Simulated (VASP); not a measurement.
# Al2Cu (Imm2) in VASP: notebook

Al2Cu is run at these levels: r2SCAN; tasks: single point.

All numbers are computed with VASP 6.6.1; they aren't measurements. Logs are shortened: lines on timing, memory, paths and dates and some standing lists are left out, and cuts for length are marked.

## Step 1: The cell of the first run

Symmetry: Imm2, No. 44, orthorhombic system. The conventional cell has a = 4.055 Å, b = 5.734 Å, c = 4.055 Å, α = 90.00°, β = 90.00°, γ = 90.00°. Al (site symmetry m) has 4 Cu at 2.11 to 2.89 Å and 6 Al at 2.87 Å within 2.9 Å. Cu (site symmetry mm2) has 8 Al at 2.11 to 2.89 Å within 2.9 Å.

## Step 2: Single point, r2SCAN (atoms displaced along a vibrational mode)

File POSCAR:

```
Al2Cu
1.0
   -2.0273575168      2.0273575168      2.8669875134
    2.0273575168     -2.0273575168      2.8669875134
    2.0273575168      2.0273575168     -2.8669875134
Al Cu
2 1
Direct
    0.7500000000      0.3147394448      0.5647394448
    0.2500000000      0.8147394448      0.5647394448
    0.5000000000      0.4450234533     -0.0549765467
```

File INCAR.step1:

```
PREC     = Accurate       # precision mode
ENCUT    = 520            # plane-wave cutoff, eV
ISMEAR   = 0              # smearing method
SIGMA    = 0.15           # smearing width, eV
LREAL    = F              # projectors in reciprocal space
LASPH    = T              # aspherical terms in the spheres
NELM     = 80             # most SCF steps
NBANDS   = 16             # bands
GGA      = PE             # functional
ALGO     = Normal         # electronic algorithm
EDIFF    = 1E-4           # SCF threshold, eV
LWAVE    = T              # write WAVECAR
LCHARG   = F              # write CHGCAR
```

File INCAR.step2:

```
PREC     = Accurate       # precision mode
ENCUT    = 520            # plane-wave cutoff, eV
EDIFF    = 1E-6           # SCF threshold, eV
ISMEAR   = 0              # smearing method
SIGMA    = 0.15           # smearing width, eV
LREAL    = F              # projectors in reciprocal space
LASPH    = T              # aspherical terms in the spheres
NELM     = 80             # most SCF steps
ALGO     = Normal         # electronic algorithm
ISIF     = 2              # what is computed and relaxed
LWAVE    = F              # write WAVECAR
LCHARG   = F              # write CHGCAR
METAGGA  = R2SCAN         # meta-GGA
LMIXTAU  = T            
NBANDS   = 16             # bands
ISTART   = 1
```

File KPOINTS:

```
Automatic mesh
0
Gamma
  16 16 16
```

Potentials or basis: VASP PAW PBE potentials, release 64 (Al, Cu).

Run with:

```sh
$ cat potpaw_PBE.64/Al/POTCAR potpaw_PBE.64/Cu/POTCAR > POTCAR
$ cp INCAR.step1 INCAR
$ mpirun -np 1 vasp_std > vasp.out
$ cp INCAR.step2 INCAR
$ mpirun -np 1 vasp_std > vasp.out
```

OUTCAR:

```text
PREC = Accurate
   ENCUT = 520
   EDIFF = 1E-6
   ISMEAR = 0
   LREAL = F
   LASPH = T
   NELM = 80
   ISIF = 2
   METAGGA = R2SCAN
   ISTART = 1

 ion  position               nearest neighbor table
   1  0.750  0.315  0.565-   3 2.11   3 2.53   3 2.53   2 2.87   2 2.87   2 2.87   2 2.87   2 2.87
                             2 2.87   3 2.89
   2  0.250  0.815  0.565-   3 2.11   3 2.53   3 2.53   1 2.87   1 2.87   1 2.87   1 2.87   1 2.87
                             1 2.87   3 2.89
   3  0.500  0.445  0.945-   2 2.11   1 2.11   2 2.53   2 2.53   1 2.53   1 2.53   2 2.89   1 2.89

  LATTYP: Found a body centered tetragonal cell.
 ALAT       =     4.0547150336
 C/A-ratio  =     1.4141499413

  Lattice vectors:

 A1 = (  -2.0273575168,   2.0273575168,   2.8669875134)
 A2 = (   2.0273575168,  -2.0273575168,   2.8669875134)
 A3 = (   2.0273575168,   2.0273575168,  -2.8669875134)

Analysis of symmetry for initial positions (statically):
=====================================================================
 Subroutine PRICEL returns:
 Original cell was already a primitive cell.

 Routine SETGRP: Setting up the symmetry group for a
 body centered tetragonal supercell.

 Subroutine GETGRP returns: Found  4 space group operations
 (whereof  4 operations were pure point group operations)
 out of a pool of 16 trial point group operations.

The static configuration has the point symmetry C_2v.

Analysis of symmetry for dynamics (positions and initial velocities):
=====================================================================
 Subroutine PRICEL returns:
 Original cell was already a primitive cell.

 Routine SETGRP: Setting up the symmetry group for a
 body centered tetragonal supercell.

 Subroutine GETGRP returns: Found  4 space group operations
 (whereof  4 operations were pure point group operations)
 out of a pool of 16 trial point group operations.

The dynamic configuration has the point symmetry C_2v.

 Subroutine INISYM returns: Found  4 space group operations
 (whereof  4 operations are pure point group operations),
 and found     1 'primitive' translations

----------------------------------------------------------------------------------------

                                     Primitive cell

  volume of cell :      47.1353

  direct lattice vectors                    reciprocal lattice vectors
    -2.027357517  2.027357517  2.866987513     0.000000000  0.246626456  0.174399085
     2.027357517 -2.027357517  2.866987513     0.246626456  0.000000000  0.174399085
     2.027357517  2.027357517 -2.866987513     0.246626456  0.246626456  0.000000000

  length of vectors
     4.054623830  4.054623830  4.054623830     0.302059017  0.302059017  0.348782479

  position of ions in fractional coordinates (direct lattice)
     0.750000000  0.314739445  0.564739445
     0.250000000  0.814739445  0.564739445
     0.500000000  0.445023453  0.945023453

  ion indices of the primitive-cell ions
   primitive index   ion index
                 1           1
                 2           2
                 3           3

----------------------------------------------------------------------------------------

 KPOINTS: Automatic mesh

Automatic generation of k-mesh.
 Grid dimensions read from file:
 generate k-points for:   16   16   16

 Generating k-lattice:

  Cartesian coordinates                     Fractional coordinates (reciprocal lattice)
     0.000000000  0.015414154  0.010899943     0.062500000 -0.000000000  0.000000000
     0.015414154  0.000000000  0.010899943    -0.000000000  0.062500000  0.000000000
     0.015414154  0.015414154  0.000000000     0.000000000  0.000000000  0.062500000

  Length of vectors
     0.018878689  0.018878689  0.021798905

  Shift w.r.t. Gamma in fractional coordinates (k-lattice)
     0.000000000  0.000000000  0.000000000

 Subroutine IBZKPT returns following result:
 ===========================================

 Found    621 irreducible k-points:

 Following reciprocal coordinates:
            Coordinates               Weight
  0.000000  0.000000  0.000000      1.000000
  0.062500 -0.000000  0.000000      4.000000
 -0.000000  0.062500  0.000000      4.000000
  0.125000 -0.000000  0.000000      4.000000
 -0.000000  0.125000  0.000000      4.000000
  0.187500 -0.000000  0.000000      4.000000
[... 16 lines left out ...]
  0.250000  0.062500  0.000000      8.000000
 -0.000000  0.312500 -0.062500      8.000000
 [... further k-points ...]
   k-points           NKPTS =    621   k-points in BZ     NKDIM =    621   number of bands    NBANDS=     16
   number of dos      NEDOS =    301   number of ions     NIONS =      3
   total plane-waves  NPLWV =  27000
   dimension x,y,z NGX =    30 NGY =   30 NGZ =   30
   dimension x,y,z NGXF=    60 NGYF=   60 NGZF=   60
   ions per type =               2   1
   NGX,Y,Z   is equivalent  to a cutoff of  12.30, 12.30, 12.30 a.u.
   NGXF,Y,Z  is equivalent  to a cutoff of  24.60, 24.60, 24.60 a.u.
 SYSTEM =  unknown system
   PREC   = accura    normal or accurate (medium, high low for compatibility)
   ISTART =      1    job   : 0-new  1-cont  2-samecut
   ICHARG =      0    charge: 1-file 2-atom 10-const
   ISPIN  =      1    spin polarized calculation?
   LNONCOLLINEAR =      F non collinear calculations
   LSORBIT =      F    spin-orbit coupling
   LASPH  =      T    aspherical Exc in radial PAW
   ENCUT  =  520.0 eV  38.22 Ry    6.18 a.u.   7.54  7.54  7.54*2*pi/ulx,y,z
   NELM   =     80;   NELMIN=  2; NELMDL=  0     # of ELM steps
   EDIFF  = 0.1E-05   stopping-criterion for ELM
   LREAL  =      F    real-space projection
[... 7 lines left out ...]
   TEBEG  =    0.0;   TEEND  =   0.0 temperature during run
   PSTRESS=    0.0 pullay stress
   NELECT =      17.0000    total number of electrons
   NUPDOWN=      -1.0000    fix difference up-down
   EMIN   =  10.00;   EMAX   =-10.00  energy-range for DOS
   EFERMI =   0.00;   METHOD = LEGACY
   ISMEAR =     0;   SIGMA  =   0.15  broadening in eV -4-tet -1-fermi 0-gaus
   EFERMI_NEDOS =   21; number of points for ismear=-14 and -15
   IALGO  =     38    algorithm
   IMIX   =      4    mixing-type and parameters
     AMIX     =   0.40;   BMIX     =  1.00
     AMIX_MAG =   1.60;   BMIX_MAG =  1.00
  volume/ion in A,a.u.               =      15.71       106.03
  Fermi-wavevector in a.u.,A,eV,Ry     =   1.165312  2.202121 18.476067  1.357953
  Thomas-Fermi vector in A             =   2.301840
   LORBIT       =      0    0 simple, 1 ext, 2 COOP (PROOUT), +10 PAW based schemes
   METAGGA = R2SCAN    functional components
   LHFCALC =     F    Hartree Fock is set to
   AEXX    =    0.0000 exact exchange contribution
   IVDW    =     0    specifies the selected vdW correction
   LEPSILON=     F    determine dielectric tensor
   LRPA    =     F    only Hartree local field effects (RPA)
 non-spin polarized calculation
 Gauss-broadening in eV      SIGMA  =   0.15
  energy-cutoff  :      520.00
  volume of cell :       47.14
 maximum number of plane-waves:      1295
   NGX = 15   NGY = 15   NGZ = 15

 number of electron      17.0000003 magnetization

 Free energy of the ion-electron system (eV)
  ---------------------------------------------------
  ext. energy  EPLUGINS =         0.00000000
  ---------------------------------------------------
  free energy    TOTEN  =       -23.87497856 eV

  energy without entropy =      -23.86601350  energy(sigma->0) =      -23.87049603

 E-fermi :   7.0840     XC(G=0): -11.2016

 val. band max:        7.0831023436   @ k =   0.0000  -0.4375  -0.1875
 cond. band min:       7.0847038791   @ k =   0.3750   0.1875   0.0000
 fundamental gap:      0.0016015355
 Fermi energy:         7.0840291772

 k-point     1 :       0.0000    0.0000    0.0000
  band No.  band energies     occupation
      1      -3.7495      2.00000
      2       1.9144      2.00000
      3       2.1007      2.00000
      4       2.1391      2.00000
      5       2.5023      2.00000
      6       2.6208      2.00000
[... 8 lines left out ...]
     15      14.4345      0.00000
     16      14.6319      0.00000

 k-point     2 :       0.0625   -0.0000    0.0000
  band No.  band energies     occupation
      1      -3.6940      2.00000
      2       1.9207      2.00000
      3       2.0906      2.00000
      4       2.1389      2.00000
      5       2.5016      2.00000
      6       2.6186      2.00000
[... 8 lines left out ...]
     15      13.8226      0.00000
     16      14.7652      0.00000

 k-point     3 :      -0.0000    0.0625    0.0000
  band No.  band energies     occupation
      1      -3.6938      2.00000
      2       1.9067      2.00000
      3       2.1091      2.00000
      4       2.1411      2.00000
      5       2.4980      2.00000
      6       2.6182      2.00000
[... 8 lines left out ...]
     15      13.7584      0.00000
     16      14.6656      0.00000

 k-point     4 :       0.1250   -0.0000    0.0000
  band No.  band energies     occupation
      1      -3.5280      2.00000
      2       1.9352      2.00000
      3       2.0510      2.00000
      4       2.1477      2.00000
      5       2.5016      2.00000
      6       2.6132      2.00000
[... 8 lines left out ...]
     15      13.6703      0.00000
     16      14.5069      0.00000

 k-point     5 :      -0.0000    0.1250    0.0000
  band No.  band energies     occupation
      1      -3.5271      2.00000
      2       1.8778      2.00000
      3       2.1321      2.00000
      4       2.1510      2.00000
      5       2.4864      2.00000
      6       2.6122      2.00000
[... 8 lines left out ...]
     15      13.7748      0.00000
     16      14.4328      0.00000

 k-point     6 :       0.1875   -0.0000    0.0000
  band No.  band energies     occupation
      1      -3.2532      2.00000
      2       1.9190      2.00000
      3       2.0106      2.00000
      4       2.1609      2.00000
      5       2.5086      2.00000
      6       2.6071      2.00000
[... 8 lines left out ...]
     15      13.9618      0.00000
     16      14.7828      0.00000
[... 267 lines left out ...]
 k-point    21 :       0.1875    0.0625    0.0000
  band No.  band energies     occupation
      1      -3.0882      2.00000
      2       1.8749      2.00000
      3       2.0297      2.00000
      4       2.1742      2.00000
      5       2.4885      2.00000
      6       2.6170      2.00000
[... 8 lines left out ...]
     15      14.3067      0.00000
     16      15.5869      0.00000

 k-point    22 :      -0.0000    0.2500   -0.0625
  band No.  band energies     occupation
      1      -3.0862      2.00000
      2       1.7988      2.00000
      3       2.1456      2.00000
      4       2.1905      2.00000
      5       2.4534      2.00000
      6       2.6210      2.00000
[... 8 lines left out ...]
     15      14.2755      0.00000
     16      15.6005      0.00000

 k-point    23 :       0.2500    0.0625    0.0000
  band No.  band energies     occupation
      1      -2.6743      2.00000
      2       1.7323      2.00000
      3       2.0440      2.00000
      4       2.1793      2.00000
      5       2.5088      2.00000
      6       2.6177      2.00000
[... 8 lines left out ...]
     15      14.4200      0.00000
     16      16.5576      0.00000

 k-point    24 :      -0.0000    0.3125   -0.0625
  band No.  band energies     occupation
      1      -2.6701      2.00000
      2       1.6642      2.00000
      3       2.1753      2.00000
      4       2.2194      2.00000
      5       2.4427      2.00000
      6       2.6318      2.00000
[... 8 lines left out ...]
     15      14.3491      0.00000
     16      16.5541      0.00000

 [... further k-points ...]
[... 5 lines left out ...]
  --------------------------------------------------------------------------------------
  -------------------------------------------------------------------------------------
  Total        4.5122514     -0.4584865      4.0899418      0.0000000      0.0000000      0.0000000
  in kB      153.3759959    -15.5844221    139.0212649      0.0000000      0.0000000      0.0000000
  external PRESSURE =      92.2709462 kB  Pullay stress =       0.0000000 kB

 VOLUME and BASIS-vectors are now :
 -----------------------------------------------------------------------------
  energy-cutoff  :      520.00
  volume of cell :       47.14
      direct lattice vectors                 reciprocal lattice vectors
    -2.027357517  2.027357517  2.866987513     0.000000000  0.246626456  0.174399085
     2.027357517 -2.027357517  2.866987513     0.246626456  0.000000000  0.174399085
     2.027357517  2.027357517 -2.866987513     0.246626456  0.246626456  0.000000000

 POSITION                                       TOTAL-FORCE (eV/Angst)
 -----------------------------------------------------------------------------------
      0.26250      2.02736      1.43349        -2.419472      0.000000      1.642921
      2.28986      0.00000      1.43349        -2.419472      0.000000     -1.642921
      1.80444      2.02736      0.00000         4.838943     -0.000000     -0.000000
 -----------------------------------------------------------------------------------
    total drift:                               -0.005675     -0.000126     -0.000171

  FREE ENERGIE OF THE ION-ELECTRON SYSTEM (eV)
  ---------------------------------------------------
  free  energy   TOTEN  =       -23.8749785639 eV

  energy  without entropy=      -23.8660135006  energy(sigma->0) =      -23.87049603
```

It took 13 min on 1 thread of Intel Xeon 6975P-C (Granite Rapids), shared host; peak memory 0.54 GiB.

Results:

| Property | Result |
| --- | --- |
| Free energy | -23.8750 eV |
| Pressure | 9.2 GPa |
| Largest force | 4.839 eV/Å |
| Band gap on the k mesh | zero (an odd number of electrons rules out a gap without spin polarisation) |

Forces in eV/Å, atoms in the order of the input:
```
Al  -2.419  0.000  1.643
Al  -2.419  0.000 -1.643
Cu   4.839  0.000  0.000
```

Caveat: the cell differs from its parent crystal (atoms displaced along a vibrational mode); the stress differs along the axes, from -2 to 15 GPa; the PAW data sets were made with another functional, which shifts forces and pressure a little.

## Step 3: Single point, r2SCAN (atoms displaced along a vibrational mode)

File POSCAR:

```
Al2Cu
1.0
   -2.0273575168      2.0273575168      2.8669875134
    2.0273575168     -2.0273575168      2.8669875134
    2.0273575168      2.0273575168     -2.8669875134
Al Cu
2 1
Direct
    0.7500000000      0.2962424606      0.5462424606
    0.2500000000      0.7962424606      0.5462424606
    0.5000000000      0.4607310381     -0.0392689619
```

INCAR.step1, as its differences from that of step 2:

```diff
@@ -6,3 +6,3 @@
 LASPH    = T              # aspherical terms in the spheres
-NELM     = 80             # most SCF steps
+NELM     = 60             # most SCF steps
 NBANDS   = 16             # bands
```

INCAR.step2, as its differences from that of step 2:

```diff
@@ -2,3 +2,3 @@
 ENCUT    = 520            # plane-wave cutoff, eV
-EDIFF    = 1E-6           # SCF threshold, eV
+EDIFF    = 1E-7           # SCF threshold, eV
 ISMEAR   = 0              # smearing method
@@ -7,3 +7,3 @@
 LASPH    = T              # aspherical terms in the spheres
-NELM     = 80             # most SCF steps
+NELM     = 60             # most SCF steps
 ALGO     = Normal         # electronic algorithm
```

File KPOINTS:

```
regular mesh
0
Gamma
  16 16 16
```

Potentials or basis: VASP PAW PBE potentials, release 64 (Al, Cu).

Run with:

```sh
$ cat potpaw_PBE.64/Al/POTCAR potpaw_PBE.64/Cu/POTCAR > POTCAR
$ cp INCAR.step1 INCAR
$ mpirun -np 1 vasp_std > vasp.out
$ cp INCAR.step2 INCAR
$ mpirun -np 1 vasp_std > vasp.out
```

It took 40 min on 1 thread of Intel Xeon 8259CL, shared host; peak memory 0.55 GiB.

The run converged. Its results:

| Quantity | Value |
| --- | --- |
| Free energy | -24.4199 eV |
| Pressure | 4.6 GPa |
| Largest force | 3.086 eV/Å |
| Band gap on the k mesh | zero (an odd number of electrons rules out a gap without spin polarisation) |

Forces in eV/Å, atoms in the order of the input:
```
Al  -1.543  0.000  0.791
Al  -1.543  0.000 -0.791
Cu   3.086  0.000  0.000
```

Stress tensor (GPa, compression positive):
```
 8.11  0.00  0.00
 0.00 -0.92  0.00
 0.00  0.00  6.51
```

Levels at points of the mesh, in eV from the Fermi level:
```tsv
k point	band 5	band 6	band 7	band 8	band 9	band 10	band 11	band 12	band 13	band 14
(0.00, 0.00, 0.00)	-4.39	-4.33	2.22	2.35	3.02	3.11	3.69	3.89	5.36	7.30
(0.50, 0.00, 0.00)	-4.31	-4.30	-4.18	0.60	0.75	2.89	3.11	4.10	5.20	10.42
(0.00, 0.50, 0.00)	-4.36	-4.30	-4.25	0.61	0.65	3.01	3.11	4.26	5.09	10.40
(0.50, 0.50, 0.00)	-4.36	-4.21	-4.03	-2.14	-2.02	0.50	1.69	9.57	11.14	11.23
(0.50, 0.50, 0.50)	-4.34	-4.24	-4.17	-2.15	-1.96	0.48	1.70	9.60	11.26	11.35
```

Caveat: the cell differs from its parent crystal (atoms displaced along a vibrational mode); the stress differs along the axes, from -1 to 8 GPa; the PAW data sets were made with another functional, which shifts forces and pressure a little.
